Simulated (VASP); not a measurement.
# Al3Cu2 (P1) in VASP: single point with PBEsol

Aim: the single point of Al3Cu2 with PBEsol.

All numbers are computed with VASP 6.6.1; they aren't measurements. Logs are shortened: lines on timing, memory, paths and dates and some standing lists are left out, and cuts for length are marked.

## Step 1: The cell of the first run

The typed cell holds 5 atoms: a = 4.047 Å, b = 4.025 Å, c = 4.981 Å, α = 90.34°, β = 89.44°, γ = 119.97°.

## Step 2: Single point, PBEsol

INCAR reads:

```
SYSTEM = Al3Cu2
ALGO = Normal
EDIFF = 1E-6
ENCUT = 820
GGA = PS
GGA_COMPAT = .FALSE.
ISIF = 2
ISMEAR = 0
LASPH = .TRUE.
LCHARG = .TRUE.
LELF = .TRUE.
LREAL = .FALSE.
LVHAR = .TRUE.
LWAVE = .FALSE.
NBANDS = 32
NELM = 120
PREC = Accurate
SIGMA = 0.1
```

KPOINTS reads:

```
k-points
0
G
  1 1 1
  0 0 0
```

POSCAR reads:

```
Al3Cu2
1.0
    4.0472680556      0.0074024528      0.0200421321
   -2.0172233156      3.4831102312     -0.0120505430
    0.0244543287     -0.0028593368      4.9807017204
Al Cu
3 2
Direct
   -0.0008572511     -0.0022964813     -0.0037870460
    0.3239394096      0.6152035583      0.3246428018
    0.6361111384      0.3216370404      0.6524015193
    0.2936928577      0.6558659016      0.8549848793
    0.6488481480      0.2910866889      0.1295631523
```

Potentials or basis: VASP PAW PBE potentials, release 64 (Al, Cu_sv_GW).

The run is started by

```bash
> cat potpaw_PBE.64/Al/POTCAR potpaw_PBE.64/Cu_sv_GW/POTCAR > POTCAR
> mpirun -np 1 vasp_gam > vasp.out
```

OUTCAR:

```text
SYSTEM = Al3Cu2
   EDIFF = 1E-6
   ENCUT = 820
   GGA = PS
   ISIF = 2
   ISMEAR = 0
   LASPH = .TRUE.
   LREAL = .FALSE.
   NELM = 120
   PREC = Accurate

 ion  position               nearest neighbor table
   1  0.999  0.998  0.996-   4 2.33   5 2.34   5 2.38   4 2.41   5 2.55   4 2.58   2 2.70   3 2.80
                             2 2.87   3 2.91   3 2.96   2 2.98
   2  0.324  0.615  0.325-   4 2.35   5 2.46   5 2.55   5 2.57   4 2.65   3 2.69   1 2.70   1 2.87
                             3 2.91   3 2.96   1 2.98
   3  0.636  0.322  0.652-   5 2.38   4 2.52   4 2.53   4 2.56   5 2.61   2 2.69   1 2.80   2 2.91
                             1 2.91   2 2.96   1 2.96
   4  0.294  0.656  0.855-   1 2.33   2 2.35   1 2.41   3 2.52   3 2.53   3 2.56   1 2.58   5 2.61
                             5 2.64   2 2.65
   5  0.649  0.291  0.130-   1 2.34   1 2.38   3 2.38   2 2.46   2 2.55   1 2.55   2 2.57   4 2.61
                             3 2.61   4 2.64

  LATTYP: Found a triclinic cell.
 ALAT       =     4.0379232669
 B/A-ratio  =     2.1220390955
 C/A-ratio  =     0.9968231224
 COS(alpha) =     0.0012554090
 COS(beta)  =     0.4960732000
 COS(gamma) =     0.7071636715

  Lattice vectors:

 A1 = (   2.0300447400,   3.4905126840,   0.0079915891)
 A2 = (   6.0528584669,   3.5007744736,  -4.9526679992)
 A3 = (  -2.0172233156,   3.4831102312,  -0.0120505430)

Analysis of symmetry for initial positions (statically):
=====================================================================
 Subroutine PRICEL returns:
 Original cell was already a primitive cell.

 Routine SETGRP: Setting up the symmetry group for a
 triclinic supercell.

 Subroutine GETGRP returns: Found  1 space group operations
 (whereof  1 operations were pure point group operations)
 out of a pool of  2 trial point group operations.

The static configuration has the point symmetry C_1 .

Analysis of symmetry for dynamics (positions and initial velocities):
=====================================================================
 Subroutine PRICEL returns:
 Original cell was already a primitive cell.

 Routine SETGRP: Setting up the symmetry group for a
 triclinic supercell.

 Subroutine GETGRP returns: Found  1 space group operations
 (whereof  1 operations were pure point group operations)
 out of a pool of  2 trial point group operations.

The dynamic configuration has the point symmetry C_1 .

 Subroutine INISYM returns: Found  1 space group operations
 (whereof  1 operations are pure point group operations),
 and found     1 'primitive' translations

----------------------------------------------------------------------------------------

                                     Primitive cell

  volume of cell :      70.2860

  direct lattice vectors                    reciprocal lattice vectors
     4.047268056  0.007402453  0.020042132     0.246824401  0.142943028 -0.001129801
    -2.017223316  3.483110231 -0.012050543    -0.000525378  0.286796037  0.000167224
     0.024454329 -0.002859337  4.980701720    -0.000994482  0.000118691  0.200779873

  length of vectors
     4.047324449  4.025095279  4.980762574     0.285230206  0.286796567  0.200782371

  position of ions in fractional coordinates (direct lattice)
     0.999142749  0.997703519  0.996212954
     0.323939410  0.615203558  0.324642802
     0.636111138  0.321637040  0.652401519
     0.293692858  0.655865902  0.854984879
     0.648848148  0.291086689  0.129563152

  ion indices of the primitive-cell ions
   primitive index   ion index
                 1           1
                 2           2
                 3           3
                 4           4
                 5           5

----------------------------------------------------------------------------------------

 KPOINTS: k-points

Automatic generation of k-mesh.
 Grid dimensions read from file:
 generate k-points for:    1    1    1

 Generating k-lattice:

  Cartesian coordinates                     Fractional coordinates (reciprocal lattice)
     0.246824401  0.142943028 -0.001129801     1.000000000  0.000000000  0.000000000
    -0.000525378  0.286796037  0.000167224     0.000000000  1.000000000  0.000000000
    -0.000994482  0.000118691  0.200779873    -0.000000000  0.000000000  1.000000000

  Length of vectors
     0.285230206  0.286796567  0.200782371

  Shift w.r.t. Gamma in fractional coordinates (k-lattice)
     0.000000000  0.000000000  0.000000000

 Subroutine IBZKPT returns following result:
 ===========================================

 Found      1 irreducible k-points:

 Following reciprocal coordinates:
            Coordinates               Weight
  0.000000  0.000000  0.000000      1.000000
   k-points           NKPTS =      1   k-points in BZ     NKDIM =      1   number of bands    NBANDS=     32
   number of dos      NEDOS =    301   number of ions     NIONS =      5
   total plane-waves  NPLWV =  76800
   dimension x,y,z NGX =    40 NGY =   40 NGZ =   48
   dimension x,y,z NGXF=    80 NGYF=   80 NGZF=   96
   ions per type =               3   2
   NGX,Y,Z   is equivalent  to a cutoff of  16.43, 16.52, 16.02 a.u.
   NGXF,Y,Z  is equivalent  to a cutoff of  32.86, 33.04, 32.04 a.u.
 SYSTEM =  Al3Cu2
   PREC   = accura    normal or accurate (medium, high low for compatibility)
   ISTART =      0    job   : 0-new  1-cont  2-samecut
   ICHARG =      2    charge: 1-file 2-atom 10-const
   ISPIN  =      1    spin polarized calculation?
   LNONCOLLINEAR =      F non collinear calculations
   LSORBIT =      F    spin-orbit coupling
   LASPH  =      T    aspherical Exc in radial PAW
   ENCUT  =  820.0 eV  60.27 Ry    7.76 a.u.   9.45  9.40 11.63*2*pi/ulx,y,z
   NELM   =    120;   NELMIN=  2; NELMDL= -5     # of ELM steps
   EDIFF  = 0.1E-05   stopping-criterion for ELM
   LREAL  =      F    real-space projection
   EDIFFG = 0.1E-04   stopping-criterion for IOM
   NSW    =      0    number of steps for IOM
   IBRION =     -1    ionic relax: 0-MD 1-quasi-New 2-CG
   NFREE  =      0    steps in history (QN), initial steepest desc. (CG)
   ISIF   =      2    stress and relaxation
   ISYM   =      2    0-nonsym 1-usesym 2-fastsym
   POTIM  = 0.5000    time-step for ionic-motion
   TEBEG  =    0.0;   TEEND  =   0.0 temperature during run
   PSTRESS=    0.0 pullay stress
   NELECT =      47.0000    total number of electrons
   NUPDOWN=      -1.0000    fix difference up-down
   EMIN   =  10.00;   EMAX   =-10.00  energy-range for DOS
   EFERMI =   0.00;   METHOD = LEGACY
   ISMEAR =     0;   SIGMA  =   0.10  broadening in eV -4-tet -1-fermi 0-gaus
   EFERMI_NEDOS =   21; number of points for ismear=-14 and -15
   IALGO  =     38    algorithm
   IMIX   =      4    mixing-type and parameters
     AMIX     =   0.40;   BMIX     =  1.00
     AMIX_MAG =   1.60;   BMIX_MAG =  1.00
  volume/ion in A,a.u.               =      14.06        94.86
  Fermi-wavevector in a.u.,A,eV,Ry     =   1.431587  2.705308 27.884356  2.049442
  Thomas-Fermi vector in A             =   2.551308
   LORBIT       =      0    0 simple, 1 ext, 2 COOP (PROOUT), +10 PAW based schemes
   GGA     = PS    functional components
   LHFCALC =     F    Hartree Fock is set to
   AEXX    =    0.0000 exact exchange contribution
   IVDW    =     0    specifies the selected vdW correction
   LEPSILON=     F    determine dielectric tensor
   LRPA    =     F    only Hartree local field effects (RPA)
 non-spin polarized calculation
 Gauss-broadening in eV      SIGMA  =   0.10
  energy-cutoff  :      820.00
  volume of cell :       70.29
 maximum number of plane-waves:      1865
 NGX is ok and might be reduce to    40
   NGX = 19   NGY = 19   NGZ = 23

 number of electron      46.9999999 magnetization

 Free energy of the ion-electron system (eV)
  ---------------------------------------------------
  ext. energy  EPLUGINS =         0.00000000
  ---------------------------------------------------
  free energy    TOTEN  =       -10.66251720 eV

  energy without entropy =      -10.59876116  energy(sigma->0) =      -10.63063918

 E-fermi :   9.9304     XC(G=0): -11.3656

 val. band max:        8.7006894958   @ k =   0.0000   0.0000   0.0000
 cond. band min:       9.9342926058   @ k =   0.0000   0.0000   0.0000
 fundamental gap:      1.2336031100
 Fermi energy:         9.9303910224

 k-point     1 :       0.0000    0.0000    0.0000
  band No.  band energies     occupation
      1    -105.4733      2.00000
      2    -105.4462      2.00000
      3     -63.0036      2.00000
      4     -62.9996      2.00000
      5     -62.9729      2.00000
      6     -62.9570      2.00000
[... 24 lines left out ...]
     31      14.4242      0.00000
     32      14.4855      0.00000

------------------------ aborting loop because EDIFF is reached ----------------------------------------

  FORCE on cell =-STRESS in cart. coord.  units (eV):
  Direction    XX          YY          ZZ          XY          YZ          ZX
  --------------------------------------------------------------------------------------
  -------------------------------------------------------------------------------------
  Total       11.7774624      8.0230896      0.3225276     -3.2579761      0.0926826     -0.1844914
  in kB      268.4686083    182.8872487      7.3520531    -74.2659387      2.1127106     -4.2055028
  external PRESSURE =     152.9026367 kB  Pullay stress =       0.0000000 kB

 VOLUME and BASIS-vectors are now :
 -----------------------------------------------------------------------------
  energy-cutoff  :      820.00
  volume of cell :       70.29
      direct lattice vectors                 reciprocal lattice vectors
     4.047268056  0.007402453  0.020042132     0.246824401  0.142943028 -0.001129801
    -2.017223316  3.483110231 -0.012050543    -0.000525378  0.286796037  0.000167224
     0.024454329 -0.002859337  4.980701720    -0.000994482  0.000118691  0.200779873

 POSITION                                       TOTAL-FORCE (eV/Angst)
 -----------------------------------------------------------------------------------
      2.05557      3.47966      4.96984        -0.123189     -0.122347     -0.122450
      0.07801      2.14429      1.61603        -1.407120      0.942533      1.345290
      1.94165      1.12314      3.25829         0.895188     -0.794076     -1.105929
     -0.11347      2.28418      4.25641        -0.680643      0.450977     -1.234837
      2.04204      1.01832      0.65481         1.315764     -0.477087      1.117926
 -----------------------------------------------------------------------------------
    total drift:                                0.000348      0.000059      0.000113

  FREE ENERGIE OF THE ION-ELECTRON SYSTEM (eV)
  ---------------------------------------------------
  free  energy   TOTEN  =       -10.6625171993 eV

  energy  without entropy=      -10.5987611649  energy(sigma->0) =      -10.63063918
```

Wall time 16 s (1 thread of Intel Xeon 6975P-C (Granite Rapids), shared host); peak memory 0.24 GiB.

Results:

```
Free energy            : -10.6625 eV
Pressure               : 15.3 GPa
Largest force          : 2.163 eV/Å
Band gap on the k mesh : zero (an odd number of electrons rules out a gap without spin polarisation)
```

Forces in eV/Å, atoms in the order of the input:
```
Al  -0.123 -0.122 -0.122
Al  -1.407  0.943  1.345
Al   0.895 -0.794 -1.106
Cu  -0.681  0.451 -1.235
Cu   1.316 -0.477  1.118
```

Levels at points of the mesh, in eV from the Fermi level:
```tsv
k point	band 19	band 20	band 21	band 22	band 23	band 24	band 25	band 26	band 27	band 28
(0.00, 0.00, 0.00)	-5.39	-4.92	-4.84	-1.33	-1.23	0.00	0.14	1.53	1.61	4.12
```

Caveat: the k points lie up to 1.80 Å⁻¹ apart, too coarse for converged energies and pressures of a metal; the PAW data sets were made with another functional, which shifts forces and pressure a little.

The gap in the log of VASP goes by the Fermi energy; the results here count the filled bands.